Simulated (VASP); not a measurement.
Input of a VASP 6.6.1 run:

The input INCAR:

```
PREC = Accurate
ENCUT = 520
EDIFF = 1E-6
ISMEAR = 0
SIGMA = 0.1
LREAL = F
LASPH = T
NELM = 100
ALGO = Normal
ISIF = 2
LWAVE = F
LCHARG = F
LDIPOL = T
IDIPOL = 3
DIPOL = 0.5 0.5 0.324
GGA = PE
NBANDS = 57
```

KPOINTS

```
regular mesh
0
Gamma
  6 6 1
```

POSCAR

```
Mo6CO
1.0
    4.4695355114      0.0000000000      0.0000000000
   -2.2347677557      3.8707312960      0.0000000000
    0.0000000000      0.0000000000     22.2594351375
Mo C O
6 1 1
Direct
    0.6666666667      0.3333333333      0.1796990793
    0.3333333333      0.6666666667      0.2206857490
    0.0000000000      0.0000000000      0.2616724188
    0.6666666667      0.3333333333      0.2990140341
    0.3333333333      0.6666666667      0.3355214634
    0.0000000000      0.0000000000      0.3710532224
    0.1666666667      0.3333333333      0.4537147989
    0.3114033938      0.6228067875      0.4672025667
```

Potentials or basis: VASP PAW PBE potentials, release 64 (Mo_sv, C, O).

The run is started by

```sh
$ cat potpaw_PBE.64/Mo_sv/POTCAR potpaw_PBE.64/C/POTCAR potpaw_PBE.64/O/POTCAR > POTCAR
$ mpirun -np 1 vasp_std > vasp.out
```

**Question.** Predict the largest force.

**Answer.** 2.364 eV/Å.

**Question.** Predict the band gap on the k mesh.

**Answer.** 0.06 eV (least direct gap 0.07 eV).

Forces on the atoms (eV/Å):
```
Mo   0.000 -0.030  1.577
Mo   0.000  0.011 -0.092
Mo   0.000  0.131 -2.360
Mo   0.000  0.134 -0.622
Mo   0.000 -0.132  0.409
Mo   0.000 -0.466  1.640
C    0.000 -0.846 -1.972
O    0.000  1.198  1.421
```
